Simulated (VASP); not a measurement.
MnS, 2 atoms in the cell. Symmetry: Fm-3m, No. 225, cubic system. Conventional cell: a = 4.754 Å, b = 4.754 Å, c = 4.754 Å, α = 90.00°, β = 90.00°, γ = 90.00°. Mn (site symmetry m-3m) has 6 S at 2.38 Å within 3.1 Å. S (site symmetry m-3m) has 6 Mn at 2.38 Å within 3.1 Å.  This cell differs from its parent crystal: volume scaled by 1.040.

- Program: VASP 6.6.1
- Task: single point
- Functional: PBE
- Potentials or basis: VASP PAW PBE potentials, release 64 (Mn_pv, S)
- Cutoff: 520 eV
- k mesh: 12 × 12 × 12
- Occupations: gaussian, width 0.05 eV
- Spin: no spin polarisation
- Dipole correction: no
- Further INCAR settings: ALGO = Normal; EDIFF = 1e-06; NBANDS = 16

Potentials or basis: VASP PAW PBE potentials, release 64 (Mn_pv, S).

The run is started by

```console
$ cat potpaw_PBE.64/Mn_pv/POTCAR potpaw_PBE.64/S/POTCAR > POTCAR
$ mpirun -np 1 vasp_std > vasp.out
```

Hardware: 1 thread of Intel(R) Xeon(R) Platinum 8259CL CPU @ 2.50GHz (Skylake/Cascade Lake), on a shared host.

Problem. How long does it take, and how much memory?

Solution. It took 58 s on 1 thread of Intel(R) Xeon(R) Platinum 8259CL CPU @ 2.50GHz (Skylake/Cascade Lake), with other jobs on the host, peak memory 0.17 GiB. Counts: scf iterations 13, k points 72.
